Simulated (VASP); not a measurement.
Write the native input for VASP 6.6.1 that does the following.

| Quantity | Value |
| --- | --- |
| Task | single point |
| Functional | BLYP |
| Potentials or basis | VASP PAW PBE potentials, release 64 (Na_pv, Cl) |
| Cutoff | 500 eV |
| k mesh | 4 × 4 × 4 |
| Occupations | gaussian, width 0.01 eV |
| Spin | no spin polarisation |
| Dipole correction | no |
| Further INCAR settings | ALGO = Normal; EDIFF = 1e-06; NBANDS = 14 |

The structure of NaCl lies in POSCAR:

```
NaCl
1.0
    0.0000000000      2.8100000000      2.8100000000
    2.8100000000      0.0000000000      2.8100000000
    2.8100000000      2.8100000000      0.0000000000
Na Cl
1 1
Direct
    0.0000000000      0.0000000000      0.0000000000
    0.5000000000      0.5000000000      0.5000000000
```

These files were run (other wordings do the same):

INCAR

```
SYSTEM = NaCl
PREC     = Accurate       ! precision mode
ENCUT    = 500            ! plane-wave cutoff, eV
EDIFF    = 1E-6           ! SCF threshold, eV
ISMEAR   = 0              ! smearing method
SIGMA    = 0.01           ! smearing width, eV
LREAL    = .FALSE.        ! projectors in reciprocal space
LASPH    = .TRUE.         ! aspherical terms in the spheres
NELM     = 120            ! most SCF steps
ALGO     = Normal         ! electronic algorithm
ISIF     = 2              ! what is computed and relaxed
LWAVE    = .FALSE.        ! write WAVECAR
LCHARG   = .FALSE.        ! write CHGCAR
GGA      = B5             ! functional
ALDAX    = 1.0          
AGGAX    = 1.0          
AGGAC    = 1.0          
ALDAC    = 0.0          
NBANDS   = 14             ! bands
GGA_COMPAT= .FALSE.
```

KPOINTS

```
Automatic mesh
0
G
  4 4 4
  0 0 0
```

Potentials or basis: VASP PAW PBE potentials, release 64 (Na_pv, Cl).

Command:

```bash
$ cat potpaw_PBE.64/Na_pv/POTCAR potpaw_PBE.64/Cl/POTCAR > POTCAR
$ mpirun -np 1 vasp_std > vasp.out
```

It gave:

* Pressure: 1.8 GPa
* Band gap on the k mesh: 5.19 eV

Caveat: the k points lie up to 0.48 Å⁻¹ apart; the PAW data sets were made with another functional, which shifts forces and pressure a little.

Run time: 26 s on 1 thread of AMD EPYC 7571, with other jobs on the host, peak memory 0.12 GiB.
